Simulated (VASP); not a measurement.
# Be3ZnTe4 (P-4m2) in VASP: further runs

Runs on Be3ZnTe4. Level: PBE. Tasks: single point, relaxation of shape and atoms at fixed volume.

All numbers are computed with VASP 6.6.1; they aren't measurements. Logs are shortened: lines on timing, memory, paths and dates and some standing lists are left out, and cuts for length are marked.

### 1 The cell of the first run

It takes space group P-4m2 (No. 115, tetragonal). The conventional cell has a = 4.166 Å, b = 4.166 Å, c = 11.879 Å, α = 90.00°, β = 90.00°, γ = 90.00°. Be (site symmetry -4m2) has 4 Te at 2.52 Å within 3.3 Å. Within 3.3 Å of Be (site symmetry 2mm) lie 4 Te at 2.51 to 2.52 Å. Within 3.5 Å of Zn (site symmetry -4m2) lie 4 Te at 2.68 Å. Within 3.3 Å of Te (site symmetry 2mm) lie 4 Be at 2.52 Å. Within 3.3 Å of Te (site symmetry 2mm) lie 2 Be at 2.51 Å and 2 Zn at 2.68 Å.

### 2 Single point, PBE (25.77 Å³/atom)

Contents of INCAR:

```
PREC = Accurate
ENCUT = 520
EDIFF = 1E-7
ISMEAR = 0
SIGMA = 0.02
LREAL = False
LASPH = True
NELM = 80
ALGO = Normal
ISIF = 2
LWAVE = False
LCHARG = False
GGA = PE
NBANDS = 31
```

Contents of KPOINTS:

```
regular mesh
0
Gamma
  8 8 4
```

Contents of POSCAR:

```
Be3ZnTe4
1.0
    4.1662314214      0.0000000000      0.0000000000
    0.0000000000      4.1662314214      0.0000000000
    0.0000000000      0.0000000000     11.8789138642
Be Zn Te
3 1 4
Direct
    0.0000000000      0.0000000000      0.0000000000
    0.5000000000      0.5000000000      0.2397641426
    0.5000000000      0.5000000000      0.7602358574
    0.0000000000      0.0000000000      0.5000000000
    0.5000000000      0.0000000000      0.1197249928
    0.0000000000      0.5000000000      0.3580697672
    0.5000000000      0.0000000000      0.6419302328
    0.0000000000      0.5000000000      0.8802750072
```

Potentials or basis: VASP PAW PBE potentials, release 64 (Be, Zn, Te).

On the command line:

```bash
cat potpaw_PBE.64/Be/POTCAR potpaw_PBE.64/Zn/POTCAR potpaw_PBE.64/Te/POTCAR > POTCAR
mpirun -np 1 vasp_std > vasp.out
```

OUTCAR:

```text
PREC = Accurate
   ENCUT = 520
   EDIFF = 1E-7
   ISMEAR = 0
   LREAL = False
   LASPH = True
   NELM = 80
   ISIF = 2
   GGA = PE

 ion  position               nearest neighbor table
   1  0.000  0.000  0.000-   5 2.52   8 2.52   8 2.52   5 2.52
   2  0.500  0.500  0.240-   6 2.51   6 2.51   5 2.52   5 2.52
   3  0.500  0.500  0.760-   7 2.51   7 2.51   8 2.52   8 2.52
   4  0.000  0.000  0.500-   6 2.68   7 2.68   6 2.68   7 2.68
   5  0.500  0.000  0.120-   1 2.52   1 2.52   2 2.52   2 2.52
   6  0.000  0.500  0.358-   2 2.51   2 2.51   4 2.68   4 2.68
   7  0.500  0.000  0.642-   3 2.51   3 2.51   4 2.68   4 2.68
   8  0.000  0.500  0.880-   1 2.52   1 2.52   3 2.52   3 2.52

  LATTYP: Found a simple tetragonal cell.
 ALAT       =     4.1662314214
 C/A-ratio  =     2.8512371644

  Lattice vectors:

 A1 = (   4.1662314214,   0.0000000000,   0.0000000000)
 A2 = (   0.0000000000,   4.1662314214,   0.0000000000)
 A3 = (   0.0000000000,   0.0000000000,  11.8789138642)

Analysis of symmetry for initial positions (statically):
=====================================================================
 Subroutine PRICEL returns:
 Original cell was already a primitive cell.

 Routine SETGRP: Setting up the symmetry group for a
 simple tetragonal supercell.

 Subroutine GETGRP returns: Found  8 space group operations
 (whereof  8 operations were pure point group operations)
 out of a pool of 16 trial point group operations.

The static configuration has the point symmetry D_2d.

Analysis of symmetry for dynamics (positions and initial velocities):
=====================================================================
 Subroutine PRICEL returns:
 Original cell was already a primitive cell.

 Routine SETGRP: Setting up the symmetry group for a
 simple tetragonal supercell.

 Subroutine GETGRP returns: Found  8 space group operations
 (whereof  8 operations were pure point group operations)
 out of a pool of 16 trial point group operations.

The dynamic configuration has the point symmetry D_2d.

 Subroutine INISYM returns: Found  8 space group operations
 (whereof  8 operations are pure point group operations),
 and found     1 'primitive' translations

----------------------------------------------------------------------------------------

                                     Primitive cell

  volume of cell :     206.1881

  direct lattice vectors                    reciprocal lattice vectors
     4.166231421  0.000000000  0.000000000     0.240025073  0.000000000  0.000000000
     0.000000000  4.166231421  0.000000000     0.000000000  0.240025073  0.000000000
     0.000000000  0.000000000 11.878913864     0.000000000  0.000000000  0.084182781

  length of vectors
     4.166231421  4.166231421 11.878913864     0.240025073  0.240025073  0.084182781

  position of ions in fractional coordinates (direct lattice)
     0.000000000  0.000000000  0.000000000
     0.500000000  0.500000000  0.239764143
     0.500000000  0.500000000  0.760235857
     0.000000000  0.000000000  0.500000000
     0.500000000  0.000000000  0.119724993
     0.000000000  0.500000000  0.358069767
     0.500000000  0.000000000  0.641930233
     0.000000000  0.500000000  0.880275007

  ion indices of the primitive-cell ions
   primitive index   ion index
                 1           1
                 2           2
                 3           3
                 4           4
                 5           5
                 6           6
                 7           7
                 8           8

----------------------------------------------------------------------------------------

 KPOINTS: regular mesh

Automatic generation of k-mesh.
 Grid dimensions read from file:
 generate k-points for:    8    8    4

 Generating k-lattice:

  Cartesian coordinates                     Fractional coordinates (reciprocal lattice)
     0.030003134  0.000000000  0.000000000     0.125000000  0.000000000  0.000000000
     0.000000000  0.030003134  0.000000000     0.000000000  0.125000000  0.000000000
     0.000000000  0.000000000  0.021045695     0.000000000  0.000000000  0.250000000

  Length of vectors
     0.030003134  0.030003134  0.021045695

  Shift w.r.t. Gamma in fractional coordinates (k-lattice)
     0.000000000  0.000000000  0.000000000

 Subroutine IBZKPT returns following result:
 ===========================================

 Found     45 irreducible k-points:

 Following reciprocal coordinates:
            Coordinates               Weight
  0.000000  0.000000  0.000000      1.000000
  0.125000  0.000000  0.000000      4.000000
  0.250000  0.000000  0.000000      4.000000
  0.375000  0.000000  0.000000      4.000000
  0.500000  0.000000  0.000000      2.000000
  0.125000  0.125000  0.000000      4.000000
[... 16 lines left out ...]
  0.375000  0.125000  0.250000     16.000000
  0.500000  0.125000  0.250000      8.000000
 [... further k-points ...]
[... 64 lines left out ...]

  energy without entropy =      -27.82764601  energy(sigma->0) =      -27.82764601

 E-fermi :   3.9420     XC(G=0):  -8.7166

 val. band max:        3.8094986163   @ k =   0.0000   0.0000   0.0000
 cond. band min:       5.8826280551   @ k =   0.0000   0.0000   0.2500
 fundamental gap:      2.0731294388
 Fermi energy:         3.9419860306

 k-point     1 :       0.0000    0.0000    0.0000
  band No.  band energies     occupation
      1      -7.9360      2.00000
      2      -7.4028      2.00000
      3      -7.2512      2.00000
      4      -6.4981      2.00000
      5      -2.8766      2.00000
      6      -2.8766      2.00000
[... 23 lines left out ...]
     30       7.9079      0.00000
     31       8.0224      0.00000

 k-point     2 :       0.1250    0.0000    0.0000
  band No.  band energies     occupation
      1      -7.8546      2.00000
      2      -7.3436      2.00000
      3      -7.1981      2.00000
      4      -6.4968      2.00000
      5      -2.8812      2.00000
      6      -2.8748      2.00000
[... 23 lines left out ...]
     30       8.1245      0.00000
     31       8.4323      0.00000

 k-point     3 :       0.2500    0.0000    0.0000
  band No.  band energies     occupation
      1      -7.6239      2.00000
      2      -7.1876      2.00000
      3      -7.0645      2.00000
      4      -6.5251      2.00000
      5      -2.8792      2.00000
      6      -2.8705      2.00000
[... 23 lines left out ...]
     30       8.8295      0.00000
     31       9.0618      0.00000

 k-point     4 :       0.3750    0.0000    0.0000
  band No.  band energies     occupation
      1      -7.2886      2.00000
      2      -7.0033      2.00000
      3      -6.9280      2.00000
      4      -6.6566      2.00000
      5      -2.8660      2.00000
      6      -2.8640      2.00000
[... 23 lines left out ...]
     30       8.7580      0.00000
     31       8.9517      0.00000

 k-point     5 :       0.5000    0.0000    0.0000
  band No.  band energies     occupation
      1      -6.9405      2.00000
      2      -6.9307      2.00000
      3      -6.8898      2.00000
      4      -6.8876      2.00000
      5      -2.8642      2.00000
      6      -2.8536      2.00000
[... 23 lines left out ...]
     30       9.0556      0.00000
     31       9.4423      0.00000
[... 542 lines left out ...]
     30       8.5554      0.00000
     31       8.7010      0.00000

 k-point    22 :       0.2500    0.1250    0.2500
  band No.  band energies     occupation
      1      -7.5177      2.00000
      2      -7.2616      2.00000
      3      -6.8726      2.00000
      4      -6.5489      2.00000
      5      -2.8748      2.00000
      6      -2.8666      2.00000
[... 23 lines left out ...]
     30       8.8747      0.00000
     31       9.0827      0.00000

 k-point    23 :       0.3750    0.1250    0.2500
  band No.  band energies     occupation
      1      -7.1995      2.00000
      2      -7.0303      2.00000
      3      -6.8015      2.00000
      4      -6.6387      2.00000
      5      -2.8641      2.00000
      6      -2.8540      2.00000
[... 23 lines left out ...]
     30       8.9452      0.00000
     31       9.3276      0.00000

 k-point    24 :       0.5000    0.1250    0.2500
  band No.  band energies     occupation
      1      -6.8819      2.00000
      2      -6.8754      2.00000
      3      -6.8416      2.00000
      4      -6.8413      2.00000
      5      -2.8601      2.00000
      6      -2.8436      2.00000
[... 23 lines left out ...]
     30       8.8298      0.00000
     31       9.2044      0.00000

 [... further k-points ...]

------------------------ aborting loop because EDIFF is reached ----------------------------------------

  FORCE on cell =-STRESS in cart. coord.  units (eV):
  Direction    XX          YY          ZZ          XY          YZ          ZX
  --------------------------------------------------------------------------------------
  -------------------------------------------------------------------------------------
  Total       -3.3970434     -3.3970434     -3.3930652      0.0000000     -0.0000000      0.0000000
  in kB      -26.3966105    -26.3966105    -26.3656977      0.0000000     -0.0000000      0.0000000
  external PRESSURE =     -26.3863063 kB  Pullay stress =       0.0000000 kB

 VOLUME and BASIS-vectors are now :
 -----------------------------------------------------------------------------
  energy-cutoff  :      520.00
  volume of cell :      206.19
      direct lattice vectors                 reciprocal lattice vectors
     4.166231421  0.000000000  0.000000000     0.240025073  0.000000000  0.000000000
     0.000000000  4.166231421  0.000000000     0.000000000  0.240025073  0.000000000
     0.000000000  0.000000000 11.878913864     0.000000000  0.000000000  0.084182781

 POSITION                                       TOTAL-FORCE (eV/Angst)
 -----------------------------------------------------------------------------------
      0.00000      0.00000      0.00000        -0.000000     -0.000000      0.000000
      2.08312      2.08312      2.84814        -0.000000     -0.000000      0.000184
      2.08312      2.08312      9.03078        -0.000000      0.000000     -0.000184
      0.00000      0.00000      5.93946        -0.000000     -0.000000      0.000000
      2.08312      0.00000      1.42220         0.000000     -0.000000      0.000157
      0.00000      2.08312      4.25348        -0.000000      0.000000     -0.000718
      2.08312      0.00000      7.62543        -0.000000     -0.000000      0.000718
      0.00000      2.08312     10.45671        -0.000000     -0.000000     -0.000157
 -----------------------------------------------------------------------------------
    total drift:                               -0.000000      0.000000      0.000000

  FREE ENERGIE OF THE ION-ELECTRON SYSTEM (eV)
  ---------------------------------------------------
  free  energy   TOTEN  =       -27.8276460113 eV

  energy  without entropy=      -27.8276460113  energy(sigma->0) =      -27.82764601
```

Wall time 3.2 min (1 thread of Intel Xeon 6975P-C (Granite Rapids), shared host); peak memory 0.45 GiB.

What came out:

```
Free energy            : -27.8276 eV
Pressure               : -2.6 GPa
Band gap on the k mesh : 2.07 eV (least direct gap 2.09 eV)
```

Levels at points of the mesh, in eV from the valence-band top:
```csv
k point,band 17,band 18,band 19,band 20,band 21,band 22,band 23,band 24,band 25,band 26
"(0.00, 0.00, 0.00)",-1.23,-1.23,-0.13,0.00,0.00,2.09,2.31,2.49,2.73,2.87
"(0.50, 0.00, 0.00)",-1.25,-1.21,-1.03,-1.00,-0.47,2.15,2.61,3.40,3.54,4.39
"(0.50, 0.50, 0.00)",-2.77,-2.41,-2.28,-2.28,-2.20,2.08,2.20,2.20,2.89,5.05
"(0.00, 0.00, 0.50)",-1.19,-0.74,-0.74,-0.33,-0.33,2.08,2.34,2.96,3.03,3.15
"(0.50, 0.00, 0.50)",-1.71,-1.25,-1.25,-1.22,-0.47,2.76,3.15,3.18,3.25,4.32
"(0.50, 0.50, 0.50)",-2.64,-2.60,-2.60,-2.43,-2.43,2.63,3.02,3.02,3.15,3.15
```

Caveat: spin-orbit coupling is left out, which moves the levels of the heavy elements. A k mesh can miss the band edges.

### 3 Single point, PBE (26.75 Å³/atom)

This run uses another cell than the first one, of 26.75 Å³/atom.

Contents of INCAR:

```
ALGO     = Normal         # electronic algorithm
EDIFF    = 1E-7           # SCF threshold, eV
ENCUT    = 520            # plane-wave cutoff, eV
GGA      = PE             # functional
ISIF     = 2              # what is computed and relaxed
ISMEAR   = 0              # smearing method
LASPH    = True           # aspherical terms in the spheres
LCHARG   = False          # write CHGCAR
LREAL    = False          # projectors in reciprocal space
LWAVE    = False          # write WAVECAR
NBANDS   = 31             # bands
NELM     = 80             # most SCF steps
PREC     = Accurate       # precision mode
SIGMA    = 0.02           # smearing width, eV
```

Contents of KPOINTS:

```
k-points
0
Gamma
  8 8 4
```

Contents of POSCAR:

```
Be3ZnTe4
1.0
    4.2185668260      0.0000000000      0.0000000000
    0.0000000000      4.2185668260      0.0000000000
    0.0000000000      0.0000000000     12.0232109478
Be Zn Te
3 1 4
Direct
    0.0000000000      0.0000000000      0.0000000000
    0.5000000000      0.5000000000      0.2398500664
    0.5000000000      0.5000000000      0.7601499336
    0.0000000000      0.0000000000      0.5000000000
    0.5000000000      0.0000000000      0.1197732390
    0.0000000000      0.5000000000      0.3582365515
    0.5000000000      0.0000000000      0.6417634485
    0.0000000000      0.5000000000      0.8802267610
```

Potentials or basis: VASP PAW PBE potentials, release 64 (Be, Zn, Te).

On the command line:

```bash
cat potpaw_PBE.64/Be/POTCAR potpaw_PBE.64/Zn/POTCAR potpaw_PBE.64/Te/POTCAR > POTCAR
mpirun -np 1 vasp_std > vasp.out
```

It took 2.8 min on 1 thread of Intel Xeon 6975P-C (Granite Rapids), shared host; peak memory 0.46 GiB.

It converged, with:

* Free energy: -27.6638 eV
* Pressure: -4.1 GPa
* Band gap on the k mesh: 2.07 eV (least direct gap 2.14 eV)

Levels at points of the mesh, in eV from the valence-band top:
| k point | band 19 | band 20 | band 21 | band 22 | band 23 | band 24 |
| --- | --- | --- | --- | --- | --- | --- |
| (0.00, 0.00, 0.00) | -0.12 | 0.00 | 0.00 | 2.14 | 2.17 | 2.53 |
| (0.50, 0.00, 0.00) | -0.97 | -0.94 | -0.44 | 2.07 | 2.53 | 3.37 |
| (0.50, 0.50, 0.00) | -2.15 | -2.15 | -2.07 | 2.11 | 2.28 | 2.28 |
| (0.00, 0.00, 0.50) | -0.69 | -0.31 | -0.31 | 2.15 | 2.40 | 2.95 |
| (0.50, 0.00, 0.50) | -1.18 | -1.15 | -0.44 | 2.67 | 3.07 | 3.11 |
| (0.50, 0.50, 0.50) | -2.45 | -2.30 | -2.30 | 2.62 | 3.07 | 3.07 |

Caveat: the cell stands under tension; spin-orbit coupling is left out, which moves the levels of the heavy elements. A k mesh can miss the band edges.

### 4 Relaxation of shape and atoms at fixed volume, PBE (22.86 Å³/atom)

This run uses another cell than the first one, of 22.86 Å³/atom.

Contents of INCAR:

```
SYSTEM = Be3ZnTe4
PREC = Accurate
ENCUT = 600
EDIFF = 1E-6
ISMEAR = 0
SIGMA = 0.02
LREAL = .FALSE.
LASPH = .TRUE.
NELM = 80
ALGO = Normal
ISIF = 4
LWAVE = .FALSE.
LCHARG = .FALSE.
GGA = PE
IBRION = 2
NSW = 50
EDIFFG = -0.01
```

Contents of KPOINTS:

```
Automatic mesh
0
G
  8 8 4
  0 0 0
```

Contents of POSCAR:

```
Be3ZnTe4
1.0
    4.0007321655      0.0000000000      0.0000000000
    0.0000000000      4.0007321655      0.0000000000
    0.0000000000      0.0000000000     11.4236935887
Be Zn Te
3 1 4
Direct
    0.0000000000      0.0000000000      0.0000000000
    0.5000000000      0.5000000000      0.2394745678
    0.5000000000      0.5000000000      0.7605254322
    0.0000000000      0.0000000000      0.5000000000
    0.5000000000      0.0000000000      0.1195679737
    0.0000000000      0.5000000000      0.3575037069
    0.5000000000      0.0000000000      0.6424962931
    0.0000000000      0.5000000000      0.8804320263
```

On the command line:

```bash
cat potpaw_PBE.64/Be/POTCAR potpaw_PBE.64/Zn/POTCAR potpaw_PBE.64/Te/POTCAR > POTCAR
mpirun -np 1 vasp_std > vasp.out
```

It took 10 min on 1 thread of Intel Xeon 8259CL, shared host; peak memory 0.49 GiB.

Results (log left out):

```
Free energy                  : -27.7854 eV
Energy gained by relaxing    : 0.0 meV/atom
Ionic steps                  : 3
Pressure after relaxing      : 3.9 GPa
Largest force after relaxing : 0.009 eV/Å
Band gap on the k mesh       : 1.80 eV (least direct gap 1.81 eV)
```

Forces on the atoms (eV/Å):
```
Be   0.000  0.000  0.000
Be   0.000  0.000 -0.009
Be   0.000  0.000  0.009
Zn   0.000  0.000  0.000
Te   0.000  0.000 -0.003
Te   0.000  0.000  0.002
Te   0.000  0.000 -0.002
Te   0.000  0.000  0.003
```

Final structure:
```cif
data_structure
_symmetry_space_group_name_H-M 'P 1'
_symmetry_Int_Tables_number 1
_cell_length_a 4.0003
_cell_length_b 4.0003
_cell_length_c 11.4262
_cell_angle_alpha 90.000
_cell_angle_beta 90.000
_cell_angle_gamma 90.000
_cell_volume 182.85
loop_
_atom_site_label
_atom_site_type_symbol
_atom_site_fract_x
_atom_site_fract_y
_atom_site_fract_z
_atom_site_occupancy
Be1 Be 0.00000 0.00000 0.00000 1
Be2 Be 0.50000 0.50000 0.23947 1
Be3 Be 0.50000 0.50000 0.76053 1
Zn1 Zn 0.00000 0.00000 0.50000 1
Te1 Te 0.50000 0.00000 0.11957 1
Te2 Te 0.00000 0.50000 0.35729 1
Te3 Te 0.50000 0.00000 0.64271 1
Te4 Te 0.00000 0.50000 0.88043 1
```

Levels at points of the mesh, in eV from the valence-band top:
```tsv
k point	band 18	band 19	band 20	band 21	band 22	band 23	band 24	band 25
(0.00, 0.00, 0.00)	-1.50	-0.17	0.00	0.00	1.81	2.27	2.46	2.69
(0.50, 0.00, 0.00)	-1.45	-1.25	-1.22	-0.58	2.39	2.85	3.46	3.62
(0.50, 0.50, 0.00)	-2.87	-2.72	-2.72	-2.64	1.90	1.90	1.91	2.74
(0.00, 0.00, 0.50)	-0.91	-0.91	-0.43	-0.43	1.80	2.13	2.83	2.93
(0.50, 0.00, 0.50)	-1.50	-1.49	-1.46	-0.58	3.06	3.35	3.40	3.47
(0.50, 0.50, 0.50)	-3.13	-3.09	-2.93	-2.93	2.59	2.84	2.84	2.99
```

Caveat: spin-orbit coupling is left out, which moves the levels of the heavy elements. A k mesh can miss the band edges.

### 5 Overview

```tsv
task	cell	cutoff (eV)	gap on the mesh (eV)	pressure (GPa)
single point	a = 4.166, b = 4.166, c = 11.879 Å, 8 atoms, atomic positions A	520	2.07	-2.6
single point	a = 4.219, b = 4.219, c = 12.023 Å, 8 atoms, atomic positions B	520	2.07	-4.1
relaxation of shape and atoms at fixed volume	relaxed from a = 4.001, b = 4.001, c = 11.424 Å, 8 atoms, atomic positions C	600	1.80	3.9
```

Alike in all rows: level PBE; potentials or basis VASP PAW PBE potentials, release 64 (Be, Zn, Te); no spin polarisation; k mesh 8 × 8 × 4; smearing gaussian 0.02 eV.

Caveats: spin-orbit coupling is left out, which moves the levels of the heavy elements; the cell stands under tension (at least some runs).

Total energies depend on the potentials used, so only differences within one code and one set of settings carry meaning.
